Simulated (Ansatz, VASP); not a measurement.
**C in VASP and in Ansatz**

```
C
1.0
     0.00000    1.78337    1.78337
     1.78337    0.00000    1.78337
     1.78337    1.78337    0.00000
C
2
Direct
  0.75000 0.75000 0.75000
  0.50000 0.50000 0.50000
```

Alike in both runs: task single point; functional PBE; k mesh 13 × 13 × 13; occupations gaussian, width 0.023 eV; no spin polarisation.

|  | VASP | Ansatz |
| --- | --- | --- |
| version | VASP 6.6.1 | Ansatz 0.2.0 |
| potentials or method | VASP PAW PBE potentials, release 64 (C), cutoff 520 eV | all-electron LAPW, scalar-relativistic |

VASP gave:

| Item | Value |
| --- | --- |
| gap on the k mesh at the Fermi level (eV) | 4.14 |
| least direct gap on the mesh (eV) | 5.59 |
| pressure (GPa) | 2.5 |

What did Ansatz give for the same quantities?

gap on the k mesh at the Fermi level (eV): 4.15; least direct gap on the mesh (eV): 5.60; pressure (GPa): 1.8.

Ansatz ran all-electron here, and VASP with PAW potentials.
